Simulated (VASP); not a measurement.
# LiH (I4/mmm) in VASP: further runs

The runs below take LiH through single point, with LDA.

Everything below comes from runs of VASP 6.6.1. Logs are shortened: lines on timing, memory, paths and dates and some standing lists are left out, and cuts for length are marked.

## Step 1: The cell of the first run

The structure is tetragonal, space group I4/mmm (No. 139). Conventional cell: a = 2.764 Å, b = 2.764 Å, c = 3.889 Å, α = 90.00°, β = 90.00°, γ = 90.00°. Within 2.6 Å of Li (site symmetry 4/mmm) lie 6 H at 1.94 to 1.95 Å. H (site symmetry 4/mmm) has 6 Li at 1.94 to 1.95 Å within 2.6 Å.

## Step 2: Single point, LDA (z stretched by -0.5 %, x and y held)

INCAR reads:

```
  ALGO = Normal
  EDIFF = 1E-6
  ENCUT = 520
  ISIF = 2
  ISMEAR = 0
  LASPH = T
  LCHARG = F
  LREAL = F
  LWAVE = F
  NBANDS = 9
  NELM = 100
  PREC = Accurate
  SIGMA = 0.01
```

KPOINTS reads:

```
k-points
0
Gamma
  10 10 10
```

POSCAR reads:

```
LiH
1.0
    0.0000000000      1.9544546344      1.9446823612
    1.9544546344      0.0000000000      1.9446823612
    1.9544546344      1.9544546344      0.0000000000
Li H
1 1
Direct
    0.0000000000      0.0000000000      0.0000000000
    0.5000000000      0.5000000000      0.5000000000
```

Potentials or basis: VASP PAW LDA potentials, release 64 (Li_sv, H).

Launch:

```bash
$ cat potpaw_LDA.64/Li_sv/POTCAR potpaw_LDA.64/H/POTCAR > POTCAR
$ mpirun -np 1 vasp_std > vasp.out
```

OUTCAR:

```text
EDIFF = 1E-6
   ENCUT = 520
   ISIF = 2
   ISMEAR = 0
   LASPH = T
   LREAL = F
   NELM = 100
   PREC = Accurate

 ion  position               nearest neighbor table
   1  0.000  0.000  0.000-
   2  0.500  0.500  0.500-

  LATTYP: Found a body centered tetragonal cell.
 ALAT       =     2.7640162510
 C/A-ratio  =     1.4071424945

  Lattice vectors:

 A1 = (   0.0000000000,  -1.9544546344,  -1.9446823612)
 A2 = (   0.0000000000,   1.9544546344,  -1.9446823612)
 A3 = (   1.9544546344,   0.0000000000,   1.9446823612)

Analysis of symmetry for initial positions (statically):
=====================================================================
 Subroutine PRICEL returns:
 Original cell was already a primitive cell.

 Routine SETGRP: Setting up the symmetry group for a
 body centered tetragonal supercell.

 Subroutine GETGRP returns: Found 16 space group operations
 (whereof 16 operations were pure point group operations)
 out of a pool of 16 trial point group operations.

The static configuration has the point symmetry D_4h.

Analysis of symmetry for dynamics (positions and initial velocities):
=====================================================================
 Subroutine PRICEL returns:
 Original cell was already a primitive cell.

 Routine SETGRP: Setting up the symmetry group for a
 body centered tetragonal supercell.

 Subroutine GETGRP returns: Found 16 space group operations
 (whereof 16 operations were pure point group operations)
 out of a pool of 16 trial point group operations.

The dynamic configuration has the point symmetry D_4h.

 Subroutine INISYM returns: Found 16 space group operations
 (whereof 16 operations are pure point group operations),
 and found     1 'primitive' translations

----------------------------------------------------------------------------------------

                                     Primitive cell

  volume of cell :      14.8570

  direct lattice vectors                    reciprocal lattice vectors
     0.000000000  1.954454634  1.944682361    -0.255825841  0.255825841  0.257111398
     1.954454634  0.000000000  1.944682361     0.255825841 -0.255825841  0.257111398
     1.954454634  1.954454634  0.000000000     0.255825841  0.255825841 -0.257111398

  length of vectors
     2.757114870  2.757114870  2.764016251     0.443846812  0.443846812  0.443846812

  position of ions in fractional coordinates (direct lattice)
     0.000000000  0.000000000  0.000000000
     0.500000000  0.500000000  0.500000000

  ion indices of the primitive-cell ions
   primitive index   ion index
                 1           1
                 2           2

----------------------------------------------------------------------------------------

 KPOINTS: k-points

Automatic generation of k-mesh.
 Grid dimensions read from file:
 generate k-points for:   10   10   10

 Generating k-lattice:

  Cartesian coordinates                     Fractional coordinates (reciprocal lattice)
    -0.025582584  0.025582584  0.025711140     0.100000000  0.000000000  0.000000000
     0.025582584 -0.025582584  0.025711140     0.000000000  0.100000000  0.000000000
     0.025582584  0.025582584 -0.025711140    -0.000000000 -0.000000000  0.100000000

  Length of vectors
     0.044384681  0.044384681  0.044384681

  Shift w.r.t. Gamma in fractional coordinates (k-lattice)
     0.000000000  0.000000000  0.000000000

 Subroutine IBZKPT returns following result:
 ===========================================

 Found    102 irreducible k-points:

 Following reciprocal coordinates:
            Coordinates               Weight
  0.000000  0.000000  0.000000      1.000000
  0.100000  0.000000  0.000000      8.000000
  0.200000  0.000000  0.000000      8.000000
  0.300000  0.000000  0.000000      8.000000
  0.400000  0.000000  0.000000      8.000000
  0.500000  0.000000  0.000000      4.000000
[... 16 lines left out ...]
  0.300000  0.300000  0.000000      2.000000
  0.400000  0.300000  0.000000      8.000000
 [... further k-points ...]
   k-points           NKPTS =    102   k-points in BZ     NKDIM =    102   number of bands    NBANDS=      9
   number of dos      NEDOS =    301   number of ions     NIONS =      2
   total plane-waves  NPLWV =  13824
   dimension x,y,z NGX =    24 NGY =   24 NGZ =   24
   dimension x,y,z NGXF=    48 NGYF=   48 NGZF=   48
   ions per type =               1   1
   NGX,Y,Z   is equivalent  to a cutoff of  14.47, 14.47, 14.44 a.u.
   NGXF,Y,Z  is equivalent  to a cutoff of  28.94, 28.94, 28.87 a.u.
 SYSTEM =  unknown system
   PREC   = accura    normal or accurate (medium, high low for compatibility)
   ISTART =      0    job   : 0-new  1-cont  2-samecut
   ICHARG =      2    charge: 1-file 2-atom 10-const
   ISPIN  =      1    spin polarized calculation?
   LNONCOLLINEAR =      F non collinear calculations
   LSORBIT =      F    spin-orbit coupling
   LASPH  =      T    aspherical Exc in radial PAW
   ENCUT  =  520.0 eV  38.22 Ry    6.18 a.u.   5.13  5.13  5.14*2*pi/ulx,y,z
   NELM   =    100;   NELMIN=  2; NELMDL= -5     # of ELM steps
   EDIFF  = 0.1E-05   stopping-criterion for ELM
   LREAL  =      F    real-space projection
   EDIFFG = 0.1E-04   stopping-criterion for IOM
   NSW    =      0    number of steps for IOM
   IBRION =     -1    ionic relax: 0-MD 1-quasi-New 2-CG
   NFREE  =      0    steps in history (QN), initial steepest desc. (CG)
   ISIF   =      2    stress and relaxation
   ISYM   =      2    0-nonsym 1-usesym 2-fastsym
   POTIM  = 0.5000    time-step for ionic-motion
   TEBEG  =    0.0;   TEEND  =   0.0 temperature during run
   PSTRESS=    0.0 pullay stress
   NELECT =       4.0000    total number of electrons
   NUPDOWN=      -1.0000    fix difference up-down
   EMIN   =  10.00;   EMAX   =-10.00  energy-range for DOS
   EFERMI =   0.00;   METHOD = LEGACY
   ISMEAR =     0;   SIGMA  =   0.01  broadening in eV -4-tet -1-fermi 0-gaus
   EFERMI_NEDOS =   21; number of points for ismear=-14 and -15
   IALGO  =     38    algorithm
   IMIX   =      4    mixing-type and parameters
     AMIX     =   0.40;   BMIX     =  1.00
     AMIX_MAG =   1.60;   BMIX_MAG =  1.00
  volume/ion in A,a.u.               =       7.43        50.13
  Fermi-wavevector in a.u.,A,eV,Ry     =   1.057105  1.997639 15.204121  1.117471
  Thomas-Fermi vector in A             =   2.192366
   LORBIT       =      0    0 simple, 1 ext, 2 COOP (PROOUT), +10 PAW based schemes
   GGA     = CA    functional components
   LHFCALC =     F    Hartree Fock is set to
   AEXX    =    0.0000 exact exchange contribution
   IVDW    =     0    specifies the selected vdW correction
   LEPSILON=     F    determine dielectric tensor
   LRPA    =     F    only Hartree local field effects (RPA)
 non-spin polarized calculation
 Gauss-broadening in eV      SIGMA  =   0.01
  energy-cutoff  :      520.00
  volume of cell :       14.86
 maximum number of plane-waves:       411
 NGX is ok and might be reduce to    24
   NGX = 11   NGY = 11   NGZ = 11

 number of electron       4.0000002 magnetization

 Free energy of the ion-electron system (eV)
  ---------------------------------------------------
  ext. energy  EPLUGINS =         0.00000000
  ---------------------------------------------------
  free energy    TOTEN  =        -6.49618115 eV

  energy without entropy =       -6.49618115  energy(sigma->0) =       -6.49618115

 E-fermi :   0.7265     XC(G=0):  -9.0750

 val. band max:        0.6412240153   @ k =   0.5000   0.5000   0.0000
 cond. band min:       3.1154194173   @ k =   0.5000   0.0000   0.5000
 fundamental gap:      2.4741954019
 Fermi energy:         0.7264912345

 k-point     1 :       0.0000    0.0000    0.0000
  band No.  band energies     occupation
      1     -42.8083      2.00000
      2      -5.2507      2.00000
      3      17.8061      0.00000
      4      18.8025      0.00000
      5      18.8466      0.00000
      6      18.8466      0.00000
      7      23.8175      0.00000
      8      23.8175      0.00000
      9      23.8476      0.00000

 k-point     2 :       0.1000    0.0000    0.0000
  band No.  band energies     occupation
      1     -42.8014      2.00000
      2      -5.0720      2.00000
      3      15.8512      0.00000
      4      18.1624      0.00000
      5      18.4179      0.00000
      6      18.4253      0.00000
      7      23.2624      0.00000
      8      24.7001      0.00000
      9      24.7102      0.00000

 k-point     3 :       0.2000    0.0000    0.0000
  band No.  band energies     occupation
      1     -42.7836      2.00000
      2      -4.5496      2.00000
      3      12.2465      0.00000
      4      16.9454      0.00000
      5      17.7419      0.00000
      6      17.7697      0.00000
      7      24.1646      0.00000
      8      24.4562      0.00000
      9      24.6318      0.00000

 k-point     4 :       0.3000    0.0000    0.0000
  band No.  band energies     occupation
      1     -42.7617      2.00000
      2      -3.7417      2.00000
      3       8.9074      0.00000
      4      15.8335      0.00000
      5      17.3131      0.00000
      6      17.3736      0.00000
      7      22.3079      0.00000
      8      22.4663      0.00000
      9      25.8453      0.00000
[... 205 lines left out ...]
 k-point    22 :      -0.2000    0.2000    0.0000
  band No.  band energies     occupation
      1     -42.7545      2.00000
      2      -3.3887      2.00000
      3      10.0648      0.00000
      4      10.6441      0.00000
      5      17.0706      0.00000
      6      17.8216      0.00000
      7      23.0956      0.00000
      8      25.2247      0.00000
      9      26.9619      0.00000

 k-point    23 :       0.3000    0.3000    0.0000
  band No.  band energies     occupation
      1     -42.7469      2.00000
      2      -2.9493      2.00000
      3       9.4568      0.00000
      4      12.8449      0.00000
      5      12.8449      0.00000
      6      16.2935      0.00000
      7      18.6974      0.00000
      8      30.4653      0.00000
      9      32.7164      0.00000

 k-point    24 :       0.4000    0.3000    0.0000
  band No.  band energies     occupation
      1     -42.7331      2.00000
      2      -2.0053      2.00000
      3       7.3628      0.00000
      4      11.0457      0.00000
      5      12.3746      0.00000
      6      17.1622      0.00000
      7      18.7832      0.00000
      8      31.5117      0.00000
      9      31.6723      0.00000

 [... further k-points ...]

------------------------ aborting loop because EDIFF is reached ----------------------------------------

  FORCE on cell =-STRESS in cart. coord.  units (eV):
  Direction    XX          YY          ZZ          XY          YZ          ZX
  --------------------------------------------------------------------------------------
  -------------------------------------------------------------------------------------
  Total       -0.0157676     -0.0157676      0.0277621      0.0000000      0.0000000     -0.0000000
  in kB       -1.7003862     -1.7003862      2.9938735      0.0000000      0.0000000     -0.0000000
  external PRESSURE =      -0.1356330 kB  Pullay stress =       0.0000000 kB

 VOLUME and BASIS-vectors are now :
 -----------------------------------------------------------------------------
  energy-cutoff  :      520.00
  volume of cell :       14.86
      direct lattice vectors                 reciprocal lattice vectors
     0.000000000  1.954454634  1.944682361    -0.255825841  0.255825841  0.257111398
     1.954454634  0.000000000  1.944682361     0.255825841 -0.255825841  0.257111398
     1.954454634  1.954454634  0.000000000     0.255825841  0.255825841 -0.257111398

 POSITION                                       TOTAL-FORCE (eV/Angst)
 -----------------------------------------------------------------------------------
      0.00000      0.00000      0.00000         0.000000      0.000000      0.000000
      1.95445      1.95445      1.94468         0.000000      0.000000      0.000000
 -----------------------------------------------------------------------------------
    total drift:                                0.000000     -0.000000     -0.000000

  FREE ENERGIE OF THE ION-ELECTRON SYSTEM (eV)
  ---------------------------------------------------
  free  energy   TOTEN  =        -6.4961811543 eV

  energy  without entropy=       -6.4961811543  energy(sigma->0) =       -6.49618115
```

Run time: 10 s. Hardware: 1 thread of AMD EPYC 7R13 (Zen 3), shared host; peak memory 0.09 GiB.

What came out:

```
Free energy            : -6.4962 eV
Band gap on the k mesh : 2.47 eV, indirect (least direct gap 2.51 eV)
```

Levels at points of the mesh, in eV from the valence-band top:
```tsv
k point	band 1	band 2	band 3	band 4	band 5	band 6
(0.00, 0.00, 0.00)	-43.45	-5.89	17.16	18.16	18.21	18.21
(0.50, 0.00, 0.00)	-43.38	-3.04	4.81	14.20	16.62	16.72
(0.50, 0.50, 0.00)	-43.36	0.00	2.55	10.69	10.69	14.07
(0.50, 0.00, 0.50)	-43.36	-0.04	2.47	10.75	10.80	14.15
```

Caveat: the cell differs from its parent crystal (z stretched by -0.5 %, x and y held); the cutoff is under 1.25 times the usual one of these potentials, so pressure, stress and relaxed cells hold a basis-set (Pulay) error. A k mesh can miss the band edges.

## Step 3: Single point, LDA (z stretched by +0.5 %, x and y held)

INCAR reads:

```
  PREC = Accurate
  ENCUT = 520
  EDIFF = 1E-6
  ISMEAR = 0
  SIGMA = 0.01
  LREAL = False
  LASPH = True
  NELM = 80
  ALGO = Normal
  ISIF = 2
  LWAVE = False
  LCHARG = True
  GGA = CA
  LELF = True
  LVHAR = True
  NBANDS = 9
```

KPOINTS reads:

```
Automatic mesh
0
Gamma
  10 10 10
```

POSCAR reads:

```
LiH
1.0
    0.0000000000      1.9544546344      1.9642269076
    1.9544546344      0.0000000000      1.9642269076
    1.9544546344      1.9544546344      0.0000000000
Li H
1 1
Direct
    0.0000000000      0.0000000000      0.0000000000
    0.5000000000      0.5000000000      0.5000000000
```

Potentials or basis: VASP PAW LDA potentials, release 64 (Li_sv, H).

Launch:

```bash
$ cat potpaw_LDA.64/Li_sv/POTCAR potpaw_LDA.64/H/POTCAR > POTCAR
$ mpirun -np 1 vasp_std > vasp.out
```

OUTCAR:

```text
PREC = Accurate
   ENCUT = 520
   EDIFF = 1E-6
   ISMEAR = 0
   LREAL = False
   LASPH = True
   NELM = 80
   ISIF = 2
   GGA = CA

 ion  position               nearest neighbor table
   1  0.000  0.000  0.000-
   2  0.500  0.500  0.500-

  LATTYP: Found a body centered tetragonal cell.
 ALAT       =     2.7640162510
 C/A-ratio  =     1.4212846302

  Lattice vectors:

 A1 = (  -1.9544546344,   0.0000000000,   1.9642269076)
[... 474 lines left out ...]

------------------------ aborting loop because EDIFF is reached ----------------------------------------

  FORCE on cell =-STRESS in cart. coord.  units (eV):
  Direction    XX          YY          ZZ          XY          YZ          ZX
  --------------------------------------------------------------------------------------
  -------------------------------------------------------------------------------------
  Total       -0.0251204     -0.0251204     -0.0666480      0.0000000      0.0000000     -0.0000000
  in kB       -2.6820365     -2.6820365     -7.1158227      0.0000000      0.0000000     -0.0000000
  external PRESSURE =      -4.1599652 kB  Pullay stress =       0.0000000 kB

 VOLUME and BASIS-vectors are now :
 -----------------------------------------------------------------------------
  energy-cutoff  :      520.00
  volume of cell :       15.01
      direct lattice vectors                 reciprocal lattice vectors
     0.000000000  1.954454634  1.964226908    -0.255825841  0.255825841  0.254553075
     1.954454634  0.000000000  1.964226908     0.255825841 -0.255825841  0.254553075
     1.954454634  1.954454634  0.000000000     0.255825841  0.255825841 -0.254553075

 POSITION                                       TOTAL-FORCE (eV/Angst)
 -----------------------------------------------------------------------------------
      0.00000      0.00000      0.00000        -0.000000     -0.000000      0.000000
      1.95445      1.95445      1.96423         0.000000      0.000000     -0.000000
 -----------------------------------------------------------------------------------
    total drift:                                0.000000     -0.000000     -0.000000

  FREE ENERGIE OF THE ION-ELECTRON SYSTEM (eV)
  ---------------------------------------------------
  free  energy   TOTEN  =        -6.4962282798 eV

  energy  without entropy=       -6.4962282798  energy(sigma->0) =       -6.49622828
```

OSZICAR:

```text
N       E                     dE             d eps       ncg     rms          rms(c)
DAV:   1    -0.217541476228E+01   -0.21754E+01   -0.15110E+03  1852   0.406E+02
DAV:   2    -0.670615005381E+01   -0.45307E+01   -0.44197E+01  2624   0.544E+01
DAV:   3    -0.675492510689E+01   -0.48775E-01   -0.48753E-01  2286   0.499E+00
DAV:   4    -0.675513513115E+01   -0.21002E-03   -0.21000E-03  2596   0.270E-01
DAV:   5    -0.675513565304E+01   -0.52189E-06   -0.52190E-06  2336   0.916E-03    0.285E+00
DAV:   6    -0.656149223563E+01    0.19364E+00   -0.16542E-01  2029   0.120E+00    0.141E+00
DAV:   7    -0.649552574161E+01    0.65966E-01   -0.20027E-01  2240   0.144E+00    0.206E-01
DAV:   8    -0.649629044343E+01   -0.76470E-03   -0.35510E-03  2103   0.421E-01    0.464E-02
DAV:   9    -0.649622807940E+01    0.62364E-04   -0.20933E-04  2398   0.569E-02    0.489E-03
DAV:  10    -0.649622827984E+01   -0.20044E-06   -0.51158E-06  2176   0.172E-02
   1 F= -.64962283E+01 E0= -.64962283E+01  d E =0.000000E+00
```

stdout:

```text
POSCAR found type information on POSCAR LiH
 POSCAR found :  2 types and       2 ions
 scaLAPACK will be used
 LDA part: xc-table for (Slater(with rela. corr.)+CA(PZ))
 , standard interpolation
 POSCAR, INCAR and KPOINTS ok, starting setup
 FFT: planning ... GRIDC
 FFT: planning ... GRID_SOFT
 FFT: planning ... GRID
 WAVECAR not read
 entering main loop
```

Run time: 11 s. Hardware: 1 thread of AMD EPYC 7R13 (Zen 3), shared host; peak memory 0.1 GiB.

Results:

- Free energy: -6.4962 eV
- Band gap on the k mesh: 2.48 eV, indirect (least direct gap 2.52 eV)

Caveat: the cell differs from its parent crystal (z stretched by +0.5 %, x and y held); the cutoff is under 1.25 times the usual one of these potentials, so pressure, stress and relaxed cells hold a basis-set (Pulay) error.
